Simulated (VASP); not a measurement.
# BAs (F-43m) in VASP: notebook

BAs is run at these levels: PBE, r2SCAN; tasks: single point.

Everything below comes from runs of VASP 6.6.1. Logs are shortened: lines on timing, memory, paths and dates and some standing lists are left out, and cuts for length are marked.

## 1. The cell of the first run

It takes space group F-43m (No. 216, cubic). Conventional cell: a = 4.784 Å, b = 4.784 Å, c = 4.784 Å, α = 90.00°, β = 90.00°, γ = 90.00°. B (site symmetry -43m) has 4 As at 2.07 Å within 2.7 Å. Within 2.7 Å of As (site symmetry -43m) lie 4 B at 2.07 Å.

## 2. Single point, PBE

Input file INCAR:

```
SYSTEM = BAs
ALGO     = Normal         ! electronic algorithm
EDIFF    = 1E-6           ! SCF threshold, eV
ENCUT    = 500            ! plane-wave cutoff, eV
GGA      = PE             ! functional
GGA_COMPAT= .False.      
ISIF     = 2              ! what is computed and relaxed
ISMEAR   = 0              ! smearing method
LASPH    = .True.         ! aspherical terms in the spheres
LCHARG   = .False.        ! write CHGCAR
LREAL    = .False.        ! projectors in reciprocal space
LWAVE    = .False.        ! write WAVECAR
NBANDS   = 11             ! bands
NELM     = 120            ! most SCF steps
PREC     = Accurate       ! precision mode
SIGMA    = 0.01           ! smearing width, eV
```

Input file KPOINTS:

```
k-points
0
Gamma
  10 10 10
  0 0 0
```

Input file POSCAR:

```
BAs
1.0
    0.0000000000      2.3918699032      2.3918699032
    2.3918699032      0.0000000000      2.3918699032
    2.3918699032      2.3918699032      0.0000000000
B As
1 1
Direct
    0.0000000000      0.0000000000      0.0000000000
    0.2500000000      0.2500000000      0.2500000000
```

Potentials or basis: VASP PAW PBE potentials, release 64 (B, As).

Started as:

```
$ cat potpaw_PBE.64/B/POTCAR potpaw_PBE.64/As/POTCAR > POTCAR
$ mpirun -np 1 vasp_std > vasp.out
```

OUTCAR:

```text
SYSTEM = BAs
   EDIFF = 1E-6
   ENCUT = 500
   GGA = PE
   ISIF = 2
   ISMEAR = 0
   LASPH = .True.
   LREAL = .False.
   NELM = 120
   PREC = Accurate

 ion  position               nearest neighbor table
   1  0.000  0.000  0.000-   2 2.07   2 2.07   2 2.07   2 2.07
   2  0.250  0.250  0.250-   1 2.07   1 2.07   1 2.07   1 2.07

  LATTYP: Found a face centered cubic cell.
 ALAT       =     4.7837398064

  Lattice vectors:

 A1 = (   0.0000000000,   2.3918699032,   2.3918699032)
 A2 = (   2.3918699032,   0.0000000000,   2.3918699032)
 A3 = (   2.3918699032,   2.3918699032,   0.0000000000)

Analysis of symmetry for initial positions (statically):
=====================================================================
 Subroutine PRICEL returns:
 Original cell was already a primitive cell.

 Routine SETGRP: Setting up the symmetry group for a
 face centered cubic supercell.

 Subroutine GETGRP returns: Found 24 space group operations
 (whereof 24 operations were pure point group operations)
 out of a pool of 48 trial point group operations.

The static configuration has the point symmetry T_d .

Analysis of symmetry for dynamics (positions and initial velocities):
=====================================================================
 Subroutine PRICEL returns:
 Original cell was already a primitive cell.

 Routine SETGRP: Setting up the symmetry group for a
 face centered cubic supercell.

 Subroutine GETGRP returns: Found 24 space group operations
 (whereof 24 operations were pure point group operations)
 out of a pool of 48 trial point group operations.

The dynamic configuration has the point symmetry T_d .

 Subroutine INISYM returns: Found 24 space group operations
 (whereof 24 operations are pure point group operations),
 and found     1 'primitive' translations

----------------------------------------------------------------------------------------

                                     Primitive cell

  volume of cell :      27.3680

  direct lattice vectors                    reciprocal lattice vectors
     0.000000000  2.391869903  2.391869903    -0.209041470  0.209041470  0.209041470
     2.391869903  0.000000000  2.391869903     0.209041470 -0.209041470  0.209041470
     2.391869903  2.391869903  0.000000000     0.209041470  0.209041470 -0.209041470

  length of vectors
     3.382614857  3.382614857  3.382614857     0.362070446  0.362070446  0.362070446

  position of ions in fractional coordinates (direct lattice)
     0.000000000  0.000000000  0.000000000
     0.250000000  0.250000000  0.250000000

  ion indices of the primitive-cell ions
[... 85 lines left out ...]
   PSTRESS=    0.0 pullay stress
   NELECT =       8.0000    total number of electrons
   NUPDOWN=      -1.0000    fix difference up-down
   EMIN   =  10.00;   EMAX   =-10.00  energy-range for DOS
   EFERMI =   0.00;   METHOD = LEGACY
   ISMEAR =     0;   SIGMA  =   0.01  broadening in eV -4-tet -1-fermi 0-gaus
   EFERMI_NEDOS =   21; number of points for ismear=-14 and -15
   IALGO  =     38    algorithm
   IMIX   =      4    mixing-type and parameters
     AMIX     =   0.40;   BMIX     =  1.00
     AMIX_MAG =   1.60;   BMIX_MAG =  1.00
  volume/ion in A,a.u.               =      13.68        92.34
  Fermi-wavevector in a.u.,A,eV,Ry     =   1.086486  2.053160 16.061008  1.180451
  Thomas-Fermi vector in A             =   2.222623
   LORBIT       =      0    0 simple, 1 ext, 2 COOP (PROOUT), +10 PAW based schemes
   GGA     = PE    functional components
   LHFCALC =     F    Hartree Fock is set to
   AEXX    =    0.0000 exact exchange contribution
   IVDW    =     0    specifies the selected vdW correction
   LEPSILON=     F    determine dielectric tensor
   LRPA    =     F    only Hartree local field effects (RPA)
 non-spin polarized calculation
 Gauss-broadening in eV      SIGMA  =   0.01
  energy-cutoff  :      500.00
  volume of cell :       27.37
 maximum number of plane-waves:       725
 NGX is ok and might be reduce to    28
   NGX = 13   NGY = 13   NGZ = 13

 number of electron       8.0000000 magnetization

 Free energy of the ion-electron system (eV)
  ---------------------------------------------------
  ext. energy  EPLUGINS =         0.00000000
  ---------------------------------------------------
  free energy    TOTEN  =       -11.40841246 eV

  energy without entropy =      -11.40841246  energy(sigma->0) =      -11.40841246

 E-fermi :   6.1955     XC(G=0): -10.5660

 val. band max:        6.0797146762   @ k =   0.0000   0.0000   0.0000
 cond. band min:       7.2595890250   @ k =   0.4000   0.4000   0.0000
 fundamental gap:      1.1798743489
 Fermi energy:         6.1954863379

 k-point     1 :       0.0000    0.0000    0.0000
  band No.  band energies     occupation
      1      -9.2830      2.00000
      2       6.0797      2.00000
      3       6.0797      2.00000
      4       6.0797      2.00000
      5       9.3509      0.00000
      6       9.3509      0.00000
      7       9.3509      0.00000
      8      10.7128      0.00000
      9      15.6419      0.00000
     10      19.0131      0.00000
     11      19.0131      0.00000
[... 309 lines left out ...]
 k-point    24 :       0.4000    0.3000    0.0000
  band No.  band energies     occupation
      1      -6.6504      2.00000
      2      -0.3666      2.00000
      3       2.1209      2.00000
      4       2.6089      2.00000
      5       7.7781      0.00000
      6       9.4741      0.00000
      7      14.8854      0.00000
      8      15.1205      0.00000
      9      18.0962      0.00000
     10      21.8426      0.00000
     11      21.9238      0.00000

 [... further k-points ...]

------------------------ aborting loop because EDIFF is reached ----------------------------------------

  FORCE on cell =-STRESS in cart. coord.  units (eV):
  Direction    XX          YY          ZZ          XY          YZ          ZX
  --------------------------------------------------------------------------------------
  -------------------------------------------------------------------------------------
  Total        0.4811463      0.4811463      0.4811463      0.0000000     -0.0000000      0.0000000
  in kB       28.1672879     28.1672879     28.1672879      0.0000000     -0.0000000      0.0000000
  external PRESSURE =      28.1672879 kB  Pullay stress =       0.0000000 kB

 VOLUME and BASIS-vectors are now :
 -----------------------------------------------------------------------------
  energy-cutoff  :      500.00
  volume of cell :       27.37
      direct lattice vectors                 reciprocal lattice vectors
     0.000000000  2.391869903  2.391869903    -0.209041470  0.209041470  0.209041470
     2.391869903  0.000000000  2.391869903     0.209041470 -0.209041470  0.209041470
     2.391869903  2.391869903  0.000000000     0.209041470  0.209041470 -0.209041470

 POSITION                                       TOTAL-FORCE (eV/Angst)
 -----------------------------------------------------------------------------------
      0.00000      0.00000      0.00000         0.000000      0.000000      0.000000
      1.19593      1.19593      1.19593        -0.000000     -0.000000     -0.000000
 -----------------------------------------------------------------------------------
    total drift:                               -0.000000     -0.000000     -0.000000

  FREE ENERGIE OF THE ION-ELECTRON SYSTEM (eV)
  ---------------------------------------------------
  free  energy   TOTEN  =       -11.4084124596 eV

  energy  without entropy=      -11.4084124596  energy(sigma->0) =      -11.40841246
```

OSZICAR:

```text
N       E                     dE             d eps       ncg     rms          rms(c)
DAV:   1     0.118327499240E+02    0.11833E+02   -0.37238E+03  1034   0.630E+02
DAV:   2    -0.113083182542E+02   -0.23141E+02   -0.22335E+02  1361   0.100E+02
DAV:   3    -0.120374932779E+02   -0.72918E+00   -0.72744E+00  1296   0.167E+01
DAV:   4    -0.120394671498E+02   -0.19739E-02   -0.19738E-02  1150   0.998E-01
DAV:   5    -0.120394701726E+02   -0.30228E-05   -0.30228E-05  1260   0.422E-02    0.490E+00
DAV:   6    -0.114731581946E+02    0.56631E+00   -0.15701E+00  1103   0.508E+00    0.238E+00
DAV:   7    -0.114146807309E+02    0.58477E-01   -0.19025E-01  1202   0.214E+00    0.980E-01
DAV:   8    -0.114079484630E+02    0.67323E-02   -0.20113E-02  1169   0.804E-01    0.978E-02
DAV:   9    -0.114082505164E+02   -0.30205E-03   -0.76165E-04  1181   0.159E-01    0.583E-02
DAV:  10    -0.114084063437E+02   -0.15583E-03   -0.19153E-04  1090   0.843E-02    0.121E-02
DAV:  11    -0.114084123146E+02   -0.59709E-05   -0.54563E-06  1270   0.156E-02    0.105E-02
DAV:  12    -0.114084124596E+02   -0.14503E-06   -0.27249E-06  1106   0.898E-03
   1 F= -.11408412E+02 E0= -.11408412E+02  d E =-.104639E-62
```

stdout:

```text
POSCAR found type information on POSCAR B As
 POSCAR found :  2 types and       2 ions
 scaLAPACK will be used
 LDA part: xc-table for (Slater+PW92), standard interpolation
 POSCAR, INCAR and KPOINTS ok, starting setup
 FFT: planning ... GRIDC
 FFT: planning ... GRID_SOFT
 FFT: planning ... GRID
 WAVECAR not read
 entering main loop
```

Run time: 17 s. Hardware: 1 thread of AMD EPYC 7R43 (Zen 3), shared host; peak memory 0.12 GiB.

What came out:

```yaml
Free_energy: -11.4084 eV
Pressure: 2.8 GPa
Band_gap_on_the_k_mesh: 1.18 eV, indirect (least direct gap 3.27 eV)
```

Levels at points of the mesh, in eV from the valence-band top:
| k point | band 1 | band 2 | band 3 | band 4 | band 5 | band 6 | band 7 | band 8 | band 9 |
| --- | --- | --- | --- | --- | --- | --- | --- | --- | --- |
| (0.00, 0.00, 0.00) | -15.36 | 0.00 | 0.00 | 0.00 | 3.27 | 3.27 | 3.27 | 4.63 | 9.56 |
| (0.50, 0.00, 0.00) | -12.51 | -8.76 | -1.81 | -1.81 | 2.67 | 4.78 | 4.78 | 8.86 | 12.68 |
| (0.50, 0.50, 0.00) | -11.20 | -8.51 | -4.06 | -4.06 | 1.43 | 1.45 | 11.33 | 11.33 | 12.83 |

## 3. Single point, r2SCAN (volume changed by -3%)

Input file POSCAR:

```
BAs
1.0
    0.0000000000      2.3677079492      2.3677079492
    2.3677079492      0.0000000000      2.3677079492
    2.3677079492      2.3677079492      0.0000000000
B As
1 1
Direct
    0.0000000000      0.0000000000      0.0000000000
    0.2500000000      0.2500000000      0.2500000000
```

Input file INCAR.step1:

```
SYSTEM = BAs
PREC = Accurate
ENCUT = 550
ISMEAR = 0
SIGMA = 0.01
LREAL = .False.
LASPH = .True.
NELM = 120
NBANDS = 11
GGA = PE
ALGO = Normal
EDIFF = 1E-5
LWAVE = .True.
LCHARG = .False.
GGA_COMPAT = .False.
```

Input file INCAR.step2:

```
SYSTEM = BAs
PREC = Accurate
ENCUT = 550
EDIFF = 1E-6
ISMEAR = 0
SIGMA = 0.01
LREAL = .False.
LASPH = .True.
NELM = 120
ALGO = Normal
ISIF = 2
LWAVE = .False.
LCHARG = .False.
METAGGA = R2SCAN
LMIXTAU = .True.
NBANDS = 11
ISTART = 1
GGA_COMPAT = .False.
```

Input file KPOINTS:

```
regular mesh
0
Gamma
  8 8 8
  0 0 0
```

Potentials or basis: VASP PAW PBE potentials, release 64 (B, As).

Started as:

```
$ cat potpaw_PBE.64/B/POTCAR potpaw_PBE.64/As/POTCAR > POTCAR
$ cp INCAR.step1 INCAR
$ mpirun -np 1 vasp_std > vasp.out
$ cp INCAR.step2 INCAR
$ mpirun -np 1 vasp_std > vasp.out
```

OUTCAR:

```text
SYSTEM = BAs
   PREC = Accurate
   ENCUT = 550
   EDIFF = 1E-6
   ISMEAR = 0
   LREAL = .False.
   LASPH = .True.
   NELM = 120
   ISIF = 2
   METAGGA = R2SCAN
   ISTART = 1

 ion  position               nearest neighbor table
   1  0.000  0.000  0.000-   2 2.05   2 2.05   2 2.05   2 2.05
   2  0.250  0.250  0.250-   1 2.05   1 2.05   1 2.05   1 2.05

  LATTYP: Found a face centered cubic cell.
 ALAT       =     4.7354158984

  Lattice vectors:

[... 522 lines left out ...]
 [... further k-points ...]

------------------------ aborting loop because EDIFF is reached ----------------------------------------

  FORCE on cell =-STRESS in cart. coord.  units (eV):
  Direction    XX          YY          ZZ          XY          YZ          ZX
  --------------------------------------------------------------------------------------
  -------------------------------------------------------------------------------------
  Total        0.8114494      0.8114494      0.8114494      0.0000000     -0.0000000      0.0000000
  in kB       48.9731051     48.9731051     48.9731051      0.0000000     -0.0000000      0.0000000
  external PRESSURE =      48.9731051 kB  Pullay stress =       0.0000000 kB

 VOLUME and BASIS-vectors are now :
 -----------------------------------------------------------------------------
  energy-cutoff  :      550.00
  volume of cell :       26.55
      direct lattice vectors                 reciprocal lattice vectors
     0.000000000  2.367707949  2.367707949    -0.211174693  0.211174693  0.211174693
     2.367707949  0.000000000  2.367707949     0.211174693 -0.211174693  0.211174693
     2.367707949  2.367707949  0.000000000     0.211174693  0.211174693 -0.211174693

 POSITION                                       TOTAL-FORCE (eV/Angst)
 -----------------------------------------------------------------------------------
      0.00000      0.00000      0.00000        -0.000000     -0.000000     -0.000000
      1.18385      1.18385      1.18385         0.000000      0.000000      0.000000
 -----------------------------------------------------------------------------------
    total drift:                               -0.000000     -0.000000     -0.000000

  FREE ENERGIE OF THE ION-ELECTRON SYSTEM (eV)
  ---------------------------------------------------
  free  energy   TOTEN  =       -22.2414740304 eV

  energy  without entropy=      -22.2414740304  energy(sigma->0) =      -22.24147403
```

Run time: 52 s. Hardware: 1 thread of AMD EPYC 7R43 (Zen 3), shared host; peak memory 0.13 GiB.

What came out:

```
Free energy            : -22.2415 eV
Pressure               : 4.9 GPa
Band gap on the k mesh : 1.35 eV, indirect (least direct gap 3.48 eV)
```

Levels at points of the mesh, in eV from the valence-band top:
| k point | band 1 | band 2 | band 3 | band 4 | band 5 | band 6 | band 7 | band 8 |
| --- | --- | --- | --- | --- | --- | --- | --- | --- |
| (0.00, 0.00, 0.00) | -16.41 | 0.00 | 0.00 | 0.00 | 3.48 | 3.48 | 3.48 | 5.51 |
| (0.50, 0.00, 0.00) | -13.29 | -9.44 | -1.99 | -1.99 | 3.14 | 5.08 | 5.08 | 9.63 |
| (0.50, 0.50, 0.00) | -11.81 | -9.22 | -4.43 | -4.43 | 1.58 | 1.67 | 12.42 | 12.42 |

Caveat: the PAW data sets were made with another functional, which shifts forces and pressure a little. A k mesh can miss the band edges.

(Part 1 of 2 ends here.)
